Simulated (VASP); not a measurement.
Be16H (a cell with a defect), 17 atoms in the cell. The cell holds a defect, 17 atoms: a = 4.580 Å, b = 3.966 Å, c = 7.177 Å, α = 90.00°, β = 90.00°, γ = 90.00°. 

* Program: VASP 6.6.1
* Task: relaxation of the atoms
* Functional: PBE
* Potentials or basis: VASP PAW PBE potentials, release 64 (Be, H)
* Cutoff: 520 eV
* k mesh: 4 × 4 × 3
* Occupations: fermi-dirac, width 0.15 eV
* Spin: no spin polarisation
* Dipole correction: no
* Further INCAR settings: LREAL = Auto; ALGO = Normal; EDIFF = 1e-07; IBRION = 2; EDIFFG = -0.03; NSW = 80

Potentials or basis: VASP PAW PBE potentials, release 64 (Be, H).

The run is started by

```console
$ cat potpaw_PBE.64/Be/POTCAR potpaw_PBE.64/H/POTCAR > POTCAR
$ mpirun -np 1 vasp_std > vasp.out
```

Hardware: 1 thread of Intel Xeon 8259CL (shared host).

Question: How long does it take, and how much memory?

Answer: Run time: 38 min on 1 thread of Intel Xeon 8259CL, on a shared host, peak memory 0.22 GiB. Counts: scf iterations 73, k points 26, ion steps 10.
